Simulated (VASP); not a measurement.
# CdS (P3m1) in VASP: single point with PBEsol

Aim: the single point of CdS with PBEsol.

Everything below comes from runs of VASP 6.6.1. Logs are shortened: lines on timing, memory, paths and dates and some standing lists are left out, and cuts for length are marked.

## (1) The cell of the first run

The structure is trigonal, space group P3m1 (No. 156). Conventional cell: a = 3.904 Å, b = 3.904 Å, c = 6.914 Å, α = 90.00°, β = 90.00°, γ = 120.00°. Cd (site symmetry 3m) has 3 S at 2.25 Å within 3.0 Å. Within 3.0 Å of S (site symmetry 3m) lie 3 Cd at 2.25 Å.

## (2) Single point, PBEsol

INCAR reads:

```
PREC = Accurate ; ENCUT = 540
EDIFF = 1E-6 ; ISMEAR = 0
SIGMA = 0.05 ; LREAL = False
LASPH = True ; NELM = 120
ALGO = Normal ; ISIF = 2
LWAVE = False ; LCHARG = False
GGA = PS ; NBANDS = 20
GGA_COMPAT = False
```

KPOINTS reads:

```
regular mesh
0
Gamma
  9 9 6
```

POSCAR reads:

```
CdS
1.0
    3.9043406402      0.0000000000      0.0000000000
   -1.9521703201      3.3812581794      0.0000000000
    0.0000000000      0.0000000000      6.9135734153
Cd S
1 1
Direct
    0.0000000000      0.0000000000      0.4426919200
    0.6666666667      0.3333333333      0.4343080800
```

Potentials or basis: VASP PAW PBE potentials, release 64 (Cd_sv_GW, S).

Started as:

```bash
$ cat potpaw_PBE.64/Cd_sv_GW/POTCAR potpaw_PBE.64/S/POTCAR > POTCAR
$ mpirun -np 1 vasp_std > vasp.out
```

OUTCAR:

```text
PREC = Accurate
   ENCUT = 540
   EDIFF = 1E-6
   ISMEAR = 0
   LREAL = False
   LASPH = True
   NELM = 120
   ISIF = 2
   GGA = PS

 ion  position               nearest neighbor table
   1  0.000  0.000  0.443-   2 2.25   2 2.25   2 2.25
   2  0.667  0.333  0.434-   1 2.25   1 2.25   1 2.25

  LATTYP: Found a hexagonal cell.
 ALAT       =     3.9043406402
 C/A-ratio  =     1.7707403253

  Lattice vectors:

 A1 = (   3.9043406402,   0.0000000000,   0.0000000000)
 A2 = (  -1.9521703201,   3.3812581794,   0.0000000000)
 A3 = (   0.0000000000,   0.0000000000,   6.9135734153)

Analysis of symmetry for initial positions (statically):
=====================================================================
 Subroutine PRICEL returns:
 Original cell was already a primitive cell.

 Routine SETGRP: Setting up the symmetry group for a
 hexagonal supercell.

 Subroutine GETGRP returns: Found  6 space group operations
 (whereof  6 operations were pure point group operations)
 out of a pool of 24 trial point group operations.

The static configuration has the point symmetry C_3v.

Analysis of symmetry for dynamics (positions and initial velocities):
=====================================================================
 Subroutine PRICEL returns:
 Original cell was already a primitive cell.

 Routine SETGRP: Setting up the symmetry group for a
 hexagonal supercell.

 Subroutine GETGRP returns: Found  6 space group operations
 (whereof  6 operations were pure point group operations)
 out of a pool of 24 trial point group operations.

The dynamic configuration has the point symmetry C_3v.

 Subroutine INISYM returns: Found  6 space group operations
 (whereof  6 operations are pure point group operations),
 and found     1 'primitive' translations

----------------------------------------------------------------------------------------

                                     Primitive cell

  volume of cell :      91.2701

  direct lattice vectors                    reciprocal lattice vectors
     3.904340640  0.000000000  0.000000000     0.256125193  0.147873949  0.000000000
    -1.952170320  3.381258179  0.000000000     0.000000000  0.295747898  0.000000000
     0.000000000  0.000000000  6.913573415     0.000000000  0.000000000  0.144643000

  length of vectors
     3.904340640  3.904340640  6.913573415     0.295747898  0.295747898  0.144643000

  position of ions in fractional coordinates (direct lattice)
     0.000000000  0.000000000  0.442691920
     0.666666667  0.333333333  0.434308080

  ion indices of the primitive-cell ions
   primitive index   ion index
                 1           1
                 2           2

----------------------------------------------------------------------------------------

 KPOINTS: regular mesh

Automatic generation of k-mesh.
 Grid dimensions read from file:
 generate k-points for:    9    9    6

 Generating k-lattice:

  Cartesian coordinates                     Fractional coordinates (reciprocal lattice)
     0.028458355  0.016430439  0.000000000     0.111111111 -0.000000000  0.000000000
     0.000000000  0.032860878  0.000000000     0.000000000  0.111111111  0.000000000
     0.000000000  0.000000000  0.024107167     0.000000000  0.000000000  0.166666667

  Length of vectors
     0.032860878  0.032860878  0.024107167

  Shift w.r.t. Gamma in fractional coordinates (k-lattice)
     0.000000000  0.000000000  0.000000000

 Subroutine IBZKPT returns following result:
 ===========================================

 Found     62 irreducible k-points:

 Following reciprocal coordinates:
            Coordinates               Weight
  0.000000  0.000000  0.000000      1.000000
  0.111111  0.000000  0.000000      6.000000
  0.222222 -0.000000  0.000000      6.000000
  0.333333  0.000000  0.000000      6.000000
  0.444444 -0.000000  0.000000      6.000000
  0.111111  0.111111  0.000000      6.000000
[... 16 lines left out ...]
  0.222222  0.111111  0.166667     12.000000
 -0.111111  0.333333  0.166667     12.000000
 [... further k-points ...]
   k-points           NKPTS =     62   k-points in BZ     NKDIM =     62   number of bands    NBANDS=     20
   number of dos      NEDOS =    301   number of ions     NIONS =      2
   total plane-waves  NPLWV =  48600
   dimension x,y,z NGX =    30 NGY =   30 NGZ =   54
   dimension x,y,z NGXF=    60 NGYF=   60 NGZF=  108
   ions per type =               1   1
   NGX,Y,Z   is equivalent  to a cutoff of  12.77, 12.77, 12.99 a.u.
   NGXF,Y,Z  is equivalent  to a cutoff of  25.55, 25.55, 25.97 a.u.
 SYSTEM =  unknown system
   PREC   = accura    normal or accurate (medium, high low for compatibility)
   ISTART =      0    job   : 0-new  1-cont  2-samecut
   ICHARG =      2    charge: 1-file 2-atom 10-const
   ISPIN  =      1    spin polarized calculation?
   LNONCOLLINEAR =      F non collinear calculations
   LSORBIT =      F    spin-orbit coupling
   LASPH  =      T    aspherical Exc in radial PAW
   ENCUT  =  540.0 eV  39.69 Ry    6.30 a.u.   7.40  7.40 13.10*2*pi/ulx,y,z
   NELM   =    120;   NELMIN=  2; NELMDL= -5     # of ELM steps
   EDIFF  = 0.1E-05   stopping-criterion for ELM
   LREAL  =      F    real-space projection
   EDIFFG = 0.1E-04   stopping-criterion for IOM
   NSW    =      0    number of steps for IOM
   IBRION =     -1    ionic relax: 0-MD 1-quasi-New 2-CG
   NFREE  =      0    steps in history (QN), initial steepest desc. (CG)
   ISIF   =      2    stress and relaxation
   ISYM   =      2    0-nonsym 1-usesym 2-fastsym
   POTIM  = 0.5000    time-step for ionic-motion
   TEBEG  =    0.0;   TEEND  =   0.0 temperature during run
   PSTRESS=    0.0 pullay stress
   NELECT =      26.0000    total number of electrons
   NUPDOWN=      -1.0000    fix difference up-down
   EMIN   =  10.00;   EMAX   =-10.00  energy-range for DOS
   EFERMI =   0.00;   METHOD = LEGACY
   ISMEAR =     0;   SIGMA  =   0.05  broadening in eV -4-tet -1-fermi 0-gaus
   EFERMI_NEDOS =   21; number of points for ismear=-14 and -15
   IALGO  =     38    algorithm
   IMIX   =      4    mixing-type and parameters
     AMIX     =   0.40;   BMIX     =  1.00
     AMIX_MAG =   1.60;   BMIX_MAG =  1.00
  volume/ion in A,a.u.               =      45.64       307.96
  Fermi-wavevector in a.u.,A,eV,Ry     =   1.077184  2.035582 15.787174  1.160325
  Thomas-Fermi vector in A             =   2.213088
   LORBIT       =      0    0 simple, 1 ext, 2 COOP (PROOUT), +10 PAW based schemes
   GGA     = PS    functional components
   LHFCALC =     F    Hartree Fock is set to
   AEXX    =    0.0000 exact exchange contribution
   IVDW    =     0    specifies the selected vdW correction
   LEPSILON=     F    determine dielectric tensor
   LRPA    =     F    only Hartree local field effects (RPA)
 non-spin polarized calculation
 Gauss-broadening in eV      SIGMA  =   0.05
  energy-cutoff  :      540.00
  volume of cell :       91.27
 maximum number of plane-waves:      2624
 NGX is ok and might be reduce to    30
   NGX = 15   NGY = 15   NGZ = 27

 number of electron      25.9999987 magnetization

 Free energy of the ion-electron system (eV)
  ---------------------------------------------------
  ext. energy  EPLUGINS =         0.00000000
  ---------------------------------------------------
  free energy    TOTEN  =        -5.82816213 eV

  energy without entropy =       -5.82816213  energy(sigma->0) =       -5.82816213

 E-fermi :  -0.1758     XC(G=0):  -5.8863

 val. band max:       -0.6529485871   @ k =   0.0000   0.0000   0.5000
 cond. band min:       1.2366847501   @ k =   0.0000   0.0000   0.0000
 fundamental gap:      1.8896333372
 Fermi energy:        -0.1757637255

 k-point     1 :       0.0000    0.0000    0.0000
  band No.  band energies     occupation
      1    -102.5741      2.00000
      2     -63.6985      2.00000
      3     -63.6674      2.00000
      4     -63.6674      2.00000
      5     -14.0229      2.00000
      6      -9.6760      2.00000
[... 12 lines left out ...]
     19      10.3910      0.00000
     20      10.6671      0.00000

 k-point     2 :       0.1111    0.0000    0.0000
  band No.  band energies     occupation
      1    -102.5741      2.00000
      2     -63.6985      2.00000
      3     -63.6675      2.00000
      4     -63.6673      2.00000
      5     -13.9566      2.00000
      6      -9.6504      2.00000
[... 12 lines left out ...]
     19      10.1293      0.00000
     20      10.4702      0.00000

 k-point     3 :       0.2222   -0.0000    0.0000
  band No.  band energies     occupation
      1    -102.5741      2.00000
      2     -63.6985      2.00000
      3     -63.6677      2.00000
      4     -63.6673      2.00000
      5     -13.7872      2.00000
      6      -9.5449      2.00000
[... 12 lines left out ...]
     19       9.5098      0.00000
     20      10.3084      0.00000

 k-point     4 :       0.3333    0.0000    0.0000
  band No.  band energies     occupation
      1    -102.5741      2.00000
      2     -63.6985      2.00000
      3     -63.6684      2.00000
      4     -63.6673      2.00000
      5     -13.5941      2.00000
      6      -9.3155      2.00000
[... 12 lines left out ...]
     19       9.2861      0.00000
     20       9.4135      0.00000

 k-point     5 :       0.4444   -0.0000    0.0000
  band No.  band energies     occupation
      1    -102.5741      2.00000
      2     -63.6985      2.00000
      3     -63.6685      2.00000
      4     -63.6675      2.00000
      5     -13.4696      2.00000
      6      -9.1214      2.00000
[... 12 lines left out ...]
     19       9.4826      0.00000
     20       9.9022      0.00000
[... 353 lines left out ...]
      6      -9.1215      2.00000
[... 12 lines left out ...]
     19       9.3975      0.00000
     20       9.8406      0.00000

 k-point    22 :       0.1111    0.1111    0.1667
  band No.  band energies     occupation
      1    -102.5741      2.00000
      2     -63.6986      2.00000
      3     -63.6676      2.00000
      4     -63.6675      2.00000
      5     -13.8385      2.00000
      6      -9.5970      2.00000
[... 12 lines left out ...]
     19       9.0161      0.00000
     20       9.8392      0.00000

 k-point    23 :       0.2222    0.1111    0.1667
  band No.  band energies     occupation
      1    -102.5741      2.00000
      2     -63.6986      2.00000
      3     -63.6681      2.00000
      4     -63.6675      2.00000
      5     -13.6566      2.00000
      6      -9.4623      2.00000
[... 12 lines left out ...]
     19       9.0199      0.00000
     20       9.3913      0.00000

 k-point    24 :      -0.1111    0.3333    0.1667
  band No.  band energies     occupation
      1    -102.5741      2.00000
      2     -63.6986      2.00000
      3     -63.6681      2.00000
      4     -63.6675      2.00000
      5     -13.6567      2.00000
      6      -9.4623      2.00000
[... 12 lines left out ...]
     19       9.0072      0.00000
     20       9.3873      0.00000

 [... further k-points ...]

------------------------ aborting loop because EDIFF is reached ----------------------------------------

  FORCE on cell =-STRESS in cart. coord.  units (eV):
  Direction    XX          YY          ZZ          XY          YZ          ZX
  --------------------------------------------------------------------------------------
  -------------------------------------------------------------------------------------
  Total        6.6990741      6.6990741     -0.3038599      0.0000000      0.0000000      0.0000000
  in kB      117.5971381    117.5971381     -5.3340296      0.0000000      0.0000000      0.0000000
  external PRESSURE =      76.6200822 kB  Pullay stress =       0.0000000 kB

 VOLUME and BASIS-vectors are now :
 -----------------------------------------------------------------------------
  energy-cutoff  :      540.00
  volume of cell :       91.27
      direct lattice vectors                 reciprocal lattice vectors
     3.904340640  0.000000000  0.000000000     0.256125193  0.147873949  0.000000000
    -1.952170320  3.381258179  0.000000000     0.000000000  0.295747898  0.000000000
     0.000000000  0.000000000  6.913573415     0.000000000  0.000000000  0.144643000

 POSITION                                       TOTAL-FORCE (eV/Angst)
 -----------------------------------------------------------------------------------
      0.00000      0.00000      3.06058        -0.000000      0.000000      0.097803
      1.95217      1.12709      3.00262         0.000000      0.000000     -0.097803
 -----------------------------------------------------------------------------------
    total drift:                               -0.000001     -0.000000     -0.000906

  FREE ENERGIE OF THE ION-ELECTRON SYSTEM (eV)
  ---------------------------------------------------
  free  energy   TOTEN  =        -5.8281621342 eV

  energy  without entropy=       -5.8281621342  energy(sigma->0) =       -5.82816213
```

It took 2.4 min on 1 thread of Intel Xeon Platinum 8259CL at 2.50GHz (Skylake/Cascade Lake), shared host; peak memory 0.31 GiB.

Results:

| Property | Result |
| --- | --- |
| Free energy | -5.8282 eV |
| Pressure | 7.7 GPa |
| Largest force | 0.098 eV/Å |
| Band gap on the k mesh | 1.89 eV |

Forces on the atoms (eV/Å):
```
Cd   0.000  0.000  0.098
S    0.000  0.000 -0.098
```

Caveat: the cell stands under pressure; the PAW data sets were made with another functional, which shifts forces and pressure a little; an odd mesh through Γ misses points on the zone boundary, where band edges can lie.
